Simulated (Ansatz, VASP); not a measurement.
MnO: VASP beside Ansatz

POSCAR

```
MnO
1.0
    0.0000000000      2.2239077028      2.2239077028
    2.2239077028      0.0000000000      2.2239077028
    2.2239077028      2.2239077028      0.0000000000
Mn O
1 1
Direct
    0.0000000000      0.0000000000      0.0000000000
    0.5000000000      0.5000000000      0.5000000000
```

INCAR.step1

```
SYSTEM = MnO
PREC = Accurate
ENCUT = 520
EDIFF = 1E-5
ISMEAR = -1
SIGMA = 0.05
LREAL = .False.
LASPH = .True.
NELM = 150
ALGO = Normal
ISIF = 2
LWAVE = .True.
LCHARG = .False.
ISPIN = 2
MAGMOM = 4 0
LORBIT = 11
LMAXMIX = 4
GGA = PE
NBANDS = 20
KPAR = 4
```

File INCAR.step2:

```
SYSTEM = MnO
PREC = Accurate
ENCUT = 520
EDIFF = 1E-7
ISMEAR = -1
SIGMA = 0.05
LREAL = .False.
LASPH = .True.
NELM = 150
ALGO = Normal
ISIF = 2
LWAVE = .False.
LCHARG = .False.
ISPIN = 2
MAGMOM = 4 0
LORBIT = 11
LMAXMIX = 4
METAGGA = R2SCAN
LHFCALC = .True.
AEXX = 0.25
LMIXTAU = .True.
PRECFOCK = Normal
ISTART = 1
NBANDS = 20
KPAR = 4
```

KPOINTS

```
Automatic mesh
0
Gamma
  6 6 6
  0 0 0
```

The input input.yaml:

```yaml
crystal:
  lattice:
    - [0.0, 2.2239077028, 2.2239077028]
    - [2.2239077028, 0.0, 2.2239077028]
    - [2.2239077028, 2.2239077028, 0.0]
  atoms:
    - { symbol: Mn, position: [0.0, 0.0, 0.0], spin: 4.0 }
    - { symbol: O, position: [0.5, 0.5, 0.5] }
hamiltonian:
  xc: r2scan0
  pseudopotentials: { kind: paw }
magnetization:
  spin_polarized: true
kpoints:
  mp_grid: { grid: [6, 6, 6] }
scf:
  occupations: { method: fermi_dirac, width: 0.05 }
output:
  forces: true
  stress: true
  eigenvalues: true
```

Alike in both runs: task single point; functional r2SCAN0; k mesh 6 × 6 × 6; occupations fermi-dirac, width 0.05 eV; collinear spin.

|  | VASP | Ansatz |
| --- | --- | --- |
| version | VASP 6.6.1 | Ansatz 0.2.0 |
| potentials or method | VASP PAW PBE potentials, release 64 (Mn_pv, O) | Ansatz PAW |
| plane-wave cutoff (eV) | 520 | 500 |
| valence electrons in the cell | 19 | 21 |

|  | VASP | Ansatz | Ansatz less VASP |
| --- | --- | --- | --- |
| gap on the k mesh at the Fermi level (eV) | 2.49 | 2.49 | -0.005 |
| least direct gap on the mesh (eV) | 5.15 | 5.14 | -0.013 |
| pressure (GPa) | -1.0 | -1.5 | -0.50 |
| net moment per atom (μB) | 2.50 | 2.50 | 0.000 |
| size of the moment on the site where the two differ most (μB) | 4.61 | 4.34 | -0.266 |

VASP's potentials were made for PBE, not for r2SCAN0. Site moments also hang on the region over which each program counts them. VASP's potentials hold 19 valence electrons a cell and Ansatz's 21, so a difference there can come from the potentials and not from the codes.

Noted on Ansatz's run: the magnetic or orbital state may not be the lowest.
